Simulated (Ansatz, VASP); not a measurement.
# One calculation of Cu, two programs

```
Cu
1.0
     0.00000    1.71713    1.80750
     1.71713    0.00000    1.80750
     1.71713    1.71713    0.00000
Cu
1
Direct
  0.00000 0.00000 0.00000
```

Change from the starting cell: strain -0.050 along x and y, +0.000 along z, atoms carried along.

Alike in both runs: task single point; functional PBEsol; k mesh 22 × 22 × 22; occupations gaussian, width 0.15 eV; no spin polarisation.

```csv
,VASP,Ansatz
version,VASP 6.6.1,Ansatz 0.2.0
potentials or method,"VASP PAW PBE potentials, release 64 (Cu), cutoff 520 eV","scalar-relativistic, plane waves, PAW"
valence electrons in the cell,11,19
```

Ansatz gave:

* gap on the k mesh at the Fermi level (eV): none
* pressure (GPa): 11.8
* traceless stress, the component that is largest in VASP (GPa): -3.14

Task: Which values does VASP return?

Result: gap on the k mesh at the Fermi level (eV): none; pressure (GPa): 13.0; traceless stress, the component that is largest in VASP (GPa): -3.13.

VASP's potentials were made for PBE, not for PBEsol. A gap of «none» marks a metal or a gap that the smearing closes. VASP's potentials hold 11 valence electrons a cell and Ansatz's 19, so a difference there can come from the potentials and not from the codes.
